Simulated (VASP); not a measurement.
GaN (sol): single point with PBEsol

Crystal: GaN (sol).

```
Ga N
1.0
     3.18282    0.00000    0.00000
    -1.59141    2.75640    0.00000
     0.00000    0.00000    5.18567
Ga N
2 2
Direct
  0.33333 0.66667 0.96318
  0.66667 0.33333 0.46318
  0.33333 0.66667 0.41382
  0.66667 0.33333 0.91382
```

```yaml
Program: VASP 6.6.1
Task: single point
Functional: PBEsol
Potentials_or_basis: VASP PAW PBE potentials, release 64 (Ga_d, N)
Cutoff: 520 eV
k_mesh: 12 × 12 × 6
Occupations: gaussian, width 0.01 eV
Spin: no spin polarisation
```

| Quantity | Value |
| --- | --- |
| Pressure | 6.9 GPa |
| Largest force | 1.149 eV/Å |
| Band gap on the k mesh | 1.79 eV, direct |

Forces on the atoms (eV/Å):
```
Ga   0.000  0.000  1.149
Ga   0.000  0.000  1.149
N    0.000  0.000 -1.149
N    0.000  0.000 -1.149
```

Stress tensor (GPa, compression positive):
```
12.34  0.00  0.00
 0.00 12.34  0.00
 0.00  0.00 -4.12
```

Levels at points of the mesh, in eV from the valence-band top:
```csv
k point,band 15,band 16,band 17,band 18,band 19,band 20,band 21,band 22
"(0.00, 0.00, 0.00)",-1.36,-0.60,-0.60,0.00,1.79,3.46,8.94,9.52
"(0.50, 0.00, 0.00)",-3.54,-3.39,-2.13,-1.49,4.44,5.27,5.75,8.27
"(0.00, 0.00, 0.50)",-0.98,-0.98,-0.98,-0.98,3.88,3.88,7.90,7.90
"(0.50, 0.00, 0.50)",-2.79,-2.79,-1.35,-1.35,4.22,4.22,6.46,6.46
```

Wall time 38 s on 1 thread of Intel(R) Xeon(R) 6975P-C (Granite Rapids), with other jobs on the host, peak memory 0.21 GiB.

Caveat: the PAW data sets were made with another functional, which shifts forces and pressure a little. PBEsol gaps usually lie below the measured ones, often by a third to a half.
